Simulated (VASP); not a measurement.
# CaO (rock salt type) (Fm-3m) in VASP: a series of runs

CaO (rock salt type) is run at these levels: PBE, r2SCAN; tasks: single point.

Everything below comes from runs of VASP 6.6.1. Logs are shortened: lines on timing, memory, paths and dates and some standing lists are left out, and cuts for length are marked.

## 1. The cell of the first run

The structure is cubic, space group Fm-3m (No. 225). The conventional cell has a = 4.926 Å, b = 4.926 Å, c = 4.926 Å, α = 90.00°, β = 90.00°, γ = 90.00°. Within 3.3 Å of Ca (site symmetry m-3m) lie 6 O at 2.46 Å. Within 3.3 Å of O (site symmetry m-3m) lie 6 Ca at 2.46 Å.

## 2. Single point, PBE

INCAR

```
SYSTEM = CaO
PREC = Accurate ; ENCUT = 520
EDIFF = 1E-6 ; ISMEAR = -1
SIGMA = 0.06122561905347299 ; LREAL = .False.
LASPH = .True. ; NELM = 60
ALGO = Normal ; ISIF = 2
LWAVE = .False. ; LCHARG = .False.
GGA = PE ; NBANDS = 15
```

KPOINTS

```
regular mesh
0
Gamma
  13 13 13
  0 0 0
```

POSCAR

```
CaO
1.0
    0.0000000000      2.4629541560      2.4629541560
    2.4629541560      0.0000000000      2.4629541560
    2.4629541560      2.4629541560      0.0000000000
Ca O
1 1
Direct
    0.0000000000      0.0000000000      0.0000000000
    0.5000000000      0.5000000000      0.5000000000
```

Potentials or basis: VASP PAW PBE potentials, release 64 (Ca_sv, O).

Run with:

```console
> cat potpaw_PBE.64/Ca_sv/POTCAR potpaw_PBE.64/O/POTCAR > POTCAR
> mpirun -np 1 vasp_std > vasp.out
```

OUTCAR:

```text
SYSTEM = CaO
   PREC = Accurate
   ENCUT = 520
   EDIFF = 1E-6
   ISMEAR = -1
   LREAL = .False.
   LASPH = .True.
   NELM = 60
   ISIF = 2
   GGA = PE

 ion  position               nearest neighbor table
   1  0.000  0.000  0.000-   2 2.46   2 2.46   2 2.46   2 2.46   2 2.46   2 2.46
   2  0.500  0.500  0.500-   1 2.46   1 2.46   1 2.46   1 2.46   1 2.46   1 2.46

  LATTYP: Found a face centered cubic cell.
 ALAT       =     4.9259083120

  Lattice vectors:

 A1 = (   0.0000000000,   2.4629541560,   2.4629541560)
 A2 = (   2.4629541560,   0.0000000000,   2.4629541560)
 A3 = (   2.4629541560,   2.4629541560,   0.0000000000)

Analysis of symmetry for initial positions (statically):
=====================================================================
 Subroutine PRICEL returns:
 Original cell was already a primitive cell.

 Routine SETGRP: Setting up the symmetry group for a
 face centered cubic supercell.

 Subroutine GETGRP returns: Found 48 space group operations
 (whereof 48 operations were pure point group operations)
 out of a pool of 48 trial point group operations.

The static configuration has the point symmetry O_h .

Analysis of symmetry for dynamics (positions and initial velocities):
=====================================================================
 Subroutine PRICEL returns:
 Original cell was already a primitive cell.

 Routine SETGRP: Setting up the symmetry group for a
 face centered cubic supercell.

 Subroutine GETGRP returns: Found 48 space group operations
 (whereof 48 operations were pure point group operations)
 out of a pool of 48 trial point group operations.

The dynamic configuration has the point symmetry O_h .

 Subroutine INISYM returns: Found 48 space group operations
 (whereof 48 operations are pure point group operations),
 and found     1 'primitive' translations

----------------------------------------------------------------------------------------

                                     Primitive cell

  volume of cell :      29.8813

  direct lattice vectors                    reciprocal lattice vectors
     0.000000000  2.462954156  2.462954156    -0.203008245  0.203008245  0.203008245
     2.462954156  0.000000000  2.462954156     0.203008245 -0.203008245  0.203008245
     2.462954156  2.462954156  0.000000000     0.203008245  0.203008245 -0.203008245

  length of vectors
[... 91 lines left out ...]
   TEBEG  =    0.0;   TEEND  =   0.0 temperature during run
   PSTRESS=    0.0 pullay stress
   NELECT =      16.0000    total number of electrons
   NUPDOWN=      -1.0000    fix difference up-down
   EMIN   =  10.00;   EMAX   =-10.00  energy-range for DOS
   EFERMI =   0.00;   METHOD = LEGACY
   ISMEAR =    -1;   SIGMA  =   0.06  broadening in eV -4-tet -1-fermi 0-gaus
   EFERMI_NEDOS =   21; number of points for ismear=-14 and -15
   IALGO  =     38    algorithm
   IMIX   =      4    mixing-type and parameters
     AMIX     =   0.40;   BMIX     =  1.00
     AMIX_MAG =   1.60;   BMIX_MAG =  1.00
  volume/ion in A,a.u.               =      14.94       100.82
  Fermi-wavevector in a.u.,A,eV,Ry     =   1.329378  2.512160 24.044841  1.767246
  Thomas-Fermi vector in A             =   2.458545
   LORBIT       =      0    0 simple, 1 ext, 2 COOP (PROOUT), +10 PAW based schemes
   GGA     = PE    functional components
   LHFCALC =     F    Hartree Fock is set to
   AEXX    =    0.0000 exact exchange contribution
   IVDW    =     0    specifies the selected vdW correction
   LEPSILON=     F    determine dielectric tensor
   LRPA    =     F    only Hartree local field effects (RPA)
 non-spin polarized calculation
  energy-cutoff  :      520.00
  volume of cell :       29.88
 maximum number of plane-waves:       821
 NGX is ok and might be reduce to    28
   NGX = 13   NGY = 13   NGZ = 13

 number of electron      16.0000004 magnetization

 Free energy of the ion-electron system (eV)
  ---------------------------------------------------
  ext. energy  EPLUGINS =         0.00000000
  ---------------------------------------------------
  free energy    TOTEN  =       -12.78188646 eV

  energy without entropy =      -12.78188646  energy(sigma->0) =      -12.78188646

 E-fermi :   3.1460     XC(G=0): -10.1221

 val. band max:        1.9494151371   @ k =   0.0000   0.0000   0.0000
 cond. band min:       5.6179190696   @ k =   0.4615   0.4615   0.0000
 fundamental gap:      3.6685039325
 Fermi energy:         3.1460259395

 k-point     1 :       0.0000    0.0000    0.0000
  band No.  band energies     occupation
      1     -35.9997      2.00000
      2     -16.8094      2.00000
      3     -16.8094      2.00000
      4     -16.8094      2.00000
      5     -13.4431      2.00000
      6       1.9494      2.00000
      7       1.9494      2.00000
      8       1.9494      2.00000
      9       6.0899      0.00000
     10       7.9851      0.00000
     11       7.9851      0.00000
     12       7.9851      0.00000
     13       9.3646      0.00000
     14       9.3646      0.00000
[... 401 lines left out ...]
      2     -17.5005      2.00000
      3     -16.9142      2.00000
      4     -16.8863      2.00000
      5     -12.6932      2.00000
      6      -0.1219      2.00000
      7       0.9131      2.00000
      8       1.0958      2.00000
      9       7.8596      0.00000
     10       9.1841      0.00000
     11      10.0830      0.00000
     12      10.2798      0.00000
     13      11.2538      0.00000
     14      12.1322      0.00000
     15      15.4464      0.00000

 [... further k-points ...]

------------------------ aborting loop because EDIFF is reached ----------------------------------------

  FORCE on cell =-STRESS in cart. coord.  units (eV):
  Direction    XX          YY          ZZ          XY          YZ          ZX
  --------------------------------------------------------------------------------------
  -------------------------------------------------------------------------------------
  Total       -0.9384733     -0.9384733     -0.9384733     -0.0000000     -0.0000000      0.0000000
  in kB      -50.3191775    -50.3191775    -50.3191775     -0.0000000     -0.0000000      0.0000000
  external PRESSURE =     -50.3191775 kB  Pullay stress =       0.0000000 kB

 VOLUME and BASIS-vectors are now :
 -----------------------------------------------------------------------------
  energy-cutoff  :      520.00
  volume of cell :       29.88
      direct lattice vectors                 reciprocal lattice vectors
     0.000000000  2.462954156  2.462954156    -0.203008245  0.203008245  0.203008245
     2.462954156  0.000000000  2.462954156     0.203008245 -0.203008245  0.203008245
     2.462954156  2.462954156  0.000000000     0.203008245  0.203008245 -0.203008245

 POSITION                                       TOTAL-FORCE (eV/Angst)
 -----------------------------------------------------------------------------------
      0.00000      0.00000      0.00000        -0.000000      0.000000     -0.000000
      2.46295      2.46295      2.46295         0.000000     -0.000000      0.000000
 -----------------------------------------------------------------------------------
    total drift:                                0.000000      0.000000      0.000000

  FREE ENERGIE OF THE ION-ELECTRON SYSTEM (eV)
  ---------------------------------------------------
  free  energy   TOTEN  =       -12.7818864554 eV

  energy  without entropy=      -12.7818864553  energy(sigma->0) =      -12.78188646
```

OSZICAR:

```text
N       E                     dE             d eps       ncg     rms          rms(c)
DAV:   1     0.120875760371E+03    0.12088E+03   -0.83122E+03  2520   0.108E+03
DAV:   2    -0.912057148097E+01   -0.13000E+03   -0.12136E+03  3165   0.284E+02
DAV:   3    -0.143646970069E+02   -0.52441E+01   -0.52014E+01  3055   0.583E+01
DAV:   4    -0.144954027292E+02   -0.13071E+00   -0.13064E+00  3589   0.839E+00
DAV:   5    -0.144965089476E+02   -0.11062E-02   -0.11062E-02  2951   0.690E-01    0.857E+00
DAV:   6    -0.128789871153E+02    0.16175E+01   -0.54549E+00  2751   0.218E+01    0.383E+00
DAV:   7    -0.127853320122E+02    0.93655E-01   -0.43587E-01  2730   0.661E+00    0.183E+00
DAV:   8    -0.127822725016E+02    0.30595E-02   -0.78888E-02  3185   0.304E+00    0.399E-01
DAV:   9    -0.127811745095E+02    0.10980E-02   -0.40500E-03  2639   0.523E-01    0.116E-01
DAV:  10    -0.127819125853E+02   -0.73808E-03   -0.82690E-04  3080   0.250E-01    0.549E-02
DAV:  11    -0.127818859465E+02    0.26639E-04   -0.45165E-05  3173   0.830E-02    0.572E-03
DAV:  12    -0.127818864554E+02   -0.50892E-06   -0.90938E-06  2821   0.257E-02
   1 F= -.12781886E+02 E0= -.12781886E+02  d E =-.905918E-10
```

stdout:

```text
POSCAR found type information on POSCAR CaO
 POSCAR found :  2 types and       2 ions
 scaLAPACK will be used
 LDA part: xc-table for (Slater+PW92), standard interpolation
 POSCAR, INCAR and KPOINTS ok, starting setup
 FFT: planning ... GRIDC
 FFT: planning ... GRID_SOFT
 FFT: planning ... GRID
 WAVECAR not read
 entering main loop
```

Wall time 33 s (1 thread of Intel Xeon Platinum 8259CL at 2.50GHz (Skylake/Cascade Lake), shared host); peak memory 0.18 GiB.

Results:

| Item | Value |
| --- | --- |
| Free energy | -12.7819 eV |
| Pressure | -5.0 GPa |
| Band gap on the k mesh | 3.67 eV (least direct gap 4.05 eV) |

Levels at points of the mesh, in eV from the valence-band top:
```tsv
k point	band 5	band 6	band 7	band 8	band 9	band 10	band 11	band 12
(0.00, 0.00, 0.00)	-15.39	0.00	0.00	0.00	4.14	6.04	6.04	6.04
```

Caveat: the cell stands under tension; an odd mesh through Γ misses points on the zone boundary, where band edges can lie.

## 3. Single point, r2SCAN

This run uses another cell than the first one, of 12.97 Å³/atom.

POSCAR

```
CaO
1.0
    0.0000000000      2.3493640320      2.3493640320
    2.3493640320      0.0000000000      2.3493640320
    2.3493640320      2.3493640320      0.0000000000
Ca O
1 1
Direct
    0.0000000000      0.0000000000      0.0000000000
    0.5000000000      0.5000000000      0.5000000000
```

INCAR.step1

```
  PREC = Accurate
  ENCUT = 520
  ISMEAR = -1
  SIGMA = 0.1
  LREAL = F
  LASPH = T
  NELM = 80
  NBANDS = 15
  GGA = PE
  ALGO = Normal
  EDIFF = 1E-4
  LWAVE = T
  LCHARG = F
```

INCAR.step2

```
  PREC = Accurate
  ENCUT = 520
  EDIFF = 1E-6
  ISMEAR = -1
  SIGMA = 0.1
  LREAL = F
  LASPH = T
  NELM = 80
  ALGO = Normal
  ISIF = 2
  LWAVE = F
  LCHARG = F
  METAGGA = R2SCAN
  LMIXTAU = T
  NBANDS = 15
  ISTART = 1
```

KPOINTS

```
regular mesh
0
Gamma
  12 12 12
```

Potentials or basis: VASP PAW PBE potentials, release 64 (Ca_sv, O).

Run with:

```console
> cat potpaw_PBE.64/Ca_sv/POTCAR potpaw_PBE.64/O/POTCAR > POTCAR
> cp INCAR.step1 INCAR
> mpirun -np 1 vasp_std > vasp.out
> cp INCAR.step2 INCAR
> mpirun -np 1 vasp_std > vasp.out
```

Wall time 2 min (1 thread of Intel Xeon Platinum 8259CL at 2.50GHz (Skylake/Cascade Lake), shared host); peak memory 0.18 GiB.

It converged, with:

- Free energy: -19.3997 eV
- Pressure: 9.6 GPa
- Band gap on the k mesh: 4.16 eV (least direct gap 4.51 eV)

Levels at points of the mesh, in eV from the valence-band top:
| k point | band 4 | band 5 | band 6 | band 7 | band 8 | band 9 | band 10 | band 11 | band 12 | band 13 |
| --- | --- | --- | --- | --- | --- | --- | --- | --- | --- | --- |
| (0.00, 0.00, 0.00) | -18.61 | -16.61 | 0.00 | 0.00 | 0.00 | 6.03 | 7.02 | 7.02 | 7.02 | 8.73 |
| (0.50, 0.00, 0.00) | -18.67 | -14.99 | -2.77 | -1.34 | -1.34 | 8.03 | 9.43 | 9.43 | 9.77 | 11.79 |
| (0.50, 0.50, 0.00) | -18.90 | -16.40 | -1.25 | -0.35 | -0.35 | 4.16 | 9.29 | 10.02 | 10.71 | 10.71 |

Caveat: the cell stands under pressure; the PAW data sets were made with another functional, which shifts forces and pressure a little.

## 4. Single point, r2SCAN

This run uses another cell than the first one, of 12.97 Å³/atom.

POSCAR is that of step 3.

INCAR.step1

```
SYSTEM = CaO
PREC     = Accurate       ! precision mode
ENCUT    = 520            ! plane-wave cutoff, eV
ISMEAR   = -1             ! smearing method
SIGMA    = 0.1            ! smearing width, eV
LREAL    = .FALSE.        ! projectors in reciprocal space
LASPH    = .TRUE.         ! aspherical terms in the spheres
NELM     = 60             ! most SCF steps
NBANDS   = 15             ! bands
GGA      = PE             ! functional
ALGO     = Normal         ! electronic algorithm
EDIFF    = 1E-4           ! SCF threshold, eV
LWAVE    = .TRUE.         ! write WAVECAR
LCHARG   = .FALSE.        ! write CHGCAR
```

INCAR.step2

```
SYSTEM = CaO
PREC     = Accurate       ! precision mode
ENCUT    = 520            ! plane-wave cutoff, eV
EDIFF    = 1E-6           ! SCF threshold, eV
ISMEAR   = -1             ! smearing method
SIGMA    = 0.1            ! smearing width, eV
LREAL    = .FALSE.        ! projectors in reciprocal space
LASPH    = .TRUE.         ! aspherical terms in the spheres
NELM     = 60             ! most SCF steps
ALGO     = Normal         ! electronic algorithm
ISIF     = 2              ! what is computed and relaxed
LWAVE    = .FALSE.        ! write WAVECAR
LCHARG   = .FALSE.        ! write CHGCAR
METAGGA  = R2SCAN         ! meta-GGA
LMIXTAU  = .TRUE.       
NBANDS   = 15             ! bands
ISTART   = 1
```

KPOINTS

```
regular mesh
0
G
  12 12 12
  0 0 0
```

Run with:

```console
> cat potpaw_PBE.64/Ca_sv/POTCAR potpaw_PBE.64/O/POTCAR > POTCAR
> cp INCAR.step1 INCAR
> mpirun -np 1 vasp_std > vasp.out
> cp INCAR.step2 INCAR
> mpirun -np 1 vasp_std > vasp.out
```

Wall time 1.9 min (1 thread of Intel Xeon Platinum 8259CL at 2.50GHz (Skylake/Cascade Lake), shared host); peak memory 0.18 GiB.

It converged, with:

```
Free energy            : -19.3997 eV
Pressure               : 9.6 GPa
Band gap on the k mesh : 4.16 eV (least direct gap 4.51 eV)
```

Levels at points of the mesh, in eV from the valence-band top:
| k point | band 5 | band 6 | band 7 | band 8 | band 9 | band 10 | band 11 | band 12 |
| --- | --- | --- | --- | --- | --- | --- | --- | --- |
| (0.00, 0.00, 0.00) | -16.61 | 0.00 | 0.00 | 0.00 | 6.03 | 7.02 | 7.02 | 7.02 |
| (0.50, 0.00, 0.00) | -14.99 | -2.77 | -1.34 | -1.34 | 8.03 | 9.43 | 9.43 | 9.77 |
| (0.50, 0.50, 0.00) | -16.40 | -1.25 | -0.35 | -0.35 | 4.16 | 9.29 | 10.02 | 10.71 |

Caveat: the cell stands under pressure; the PAW data sets were made with another functional, which shifts forces and pressure a little.

[end of part 1 of 2]
